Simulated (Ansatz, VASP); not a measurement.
**Two plane-wave programs on ZnCu**

The input INCAR:

```
SYSTEM = ZnCu
PREC = Accurate ; ENCUT = 600
EDIFF = 1E-6 ; ISMEAR = 0
SIGMA = 0.1 ; LREAL = .FALSE.
LASPH = .TRUE. ; NELM = 80
ALGO = Normal ; ISIF = 3
LWAVE = .FALSE. ; LCHARG = .FALSE.
GGA = PS ; IBRION = 2
NSW = 80 ; EDIFFG = -0.01
```

Contents of KPOINTS:

```
Automatic mesh
0
G
  14 14 14
  0 0 0
```

Contents of POSCAR:

```
ZnCu
1.0
    2.9029199243      0.0000000000      0.0000000000
    0.0000000000      2.9029199243      0.0000000000
    0.0000000000      0.0000000000      2.9029199243
Zn Cu
1 1
Direct
    0.5000000000      0.5000000000      0.5000000000
    0.0000000000      0.0000000000      0.0000000000
```

Input for Ansatz:

```yaml
crystal:
  lattice:
    - [2.9029199243, 0.0, 0.0]
    - [0.0, 2.9029199243, 0.0]
    - [0.0, 0.0, 2.9029199243]
  atoms:
    - { symbol: Zn, position: [0.5, 0.5, 0.5] }
    - { symbol: Cu, position: [0.0, 0.0, 0.0] }
basis:
  ecutwfc: 420
kpoints:
  mp_grid: { grid: [14, 14, 14] }
hamiltonian:
  xc: pbesol
scf:
  occupations: { method: gaussian, width: 0.1 }
output:
  forces: true
  stress: true
  eigenvalues: true
relax:
  adjacent_minimum: "off"
  f_tol: 0.01
  max_steps: 60
  cell: { stress_tol: 0.1 }
```

Alike in both runs: task relaxation of cell and atoms; functional PBEsol; k mesh 14 × 14 × 14; occupations gaussian, width 0.1 eV; no spin polarisation.

```csv
,VASP,Ansatz
version,VASP 6.6.1,Ansatz 0.2.0
potentials or method,"VASP PAW PBE potentials, release 64 (Zn, Cu), cutoff 600 eV","scalar-relativistic, plane waves, PAW"
valence electrons in the cell,23,31
```

```tsv
	VASP	Ansatz	Ansatz less VASP
gap on the k mesh at the Fermi level, each at its own relaxed structure (eV)	none	none	-
relaxed volume (Å³/atom)	12.36	12.30	-0.064
relaxed cell length with the largest relative difference (Å)	2.913	2.908	-0.0050
```

VASP's potentials were made for PBE, not for PBEsol. A gap of «none» marks a metal or a gap that the smearing closes. VASP's potentials hold 23 valence electrons a cell and Ansatz's 31, so a difference there can come from the potentials and not from the codes.
